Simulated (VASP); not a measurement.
Here is a VASP 6.6.1 calculation.

INCAR

```
SYSTEM = WS
  PREC = Accurate
  ENCUT = 600
  EDIFF = 1E-6
  ISMEAR = -1
  SIGMA = 0.05
  LREAL = .False.
  LASPH = .True.
  NELM = 80
  ALGO = Normal
  ISIF = 3
  LWAVE = .False.
  LCHARG = .False.
  GGA = RP
  IVDW = 13
  IBRION = 2
  NSW = 60
  EDIFFG = -0.01
```

KPOINTS

```
Automatic mesh
0
Gamma
  9 9 9
  0 0 0
```

File POSCAR:

```
WS
1.0
    3.0078900000      0.0000000000      0.0000000000
    0.0000000000      3.0078900000      0.0000000000
    0.0000000000      0.0000000000      3.0078900000
W S
1 1
Direct
    0.5000000000      0.5000000000      0.5000000000
    0.0000000000      0.0000000000      0.0000000000
```

Potentials or basis: VASP PAW PBE potentials, release 64 (W_sv, S).

The run is started by

```sh
$ cat potpaw_PBE.64/W_sv/POTCAR potpaw_PBE.64/S/POTCAR > POTCAR
$ mpirun -np 1 vasp_std > vasp.out
```

Question: Estimate the space group after relaxing (to 0.05 Å).

Answer: Pm-3m (No. 221).

Question: Predict the dispersion energy per atom.

Answer: -1.243 eV.

Step by step:
```
step  energy change (eV)  largest force (eV/Å)  pressure (GPa)  volume (Å³)
   1              0.0000                0.0000           -9.21        27.21
   2              0.1121                0.0000           24.97        24.25
   3             -0.0299                0.0000           -0.27        26.24
   4             -0.0299                0.0000           -0.07        26.21
```

Caveat: the PAW data sets were made with another functional, which shifts forces and pressure a little; pairwise dispersion overbinds metals, which lowers pressure and volume.
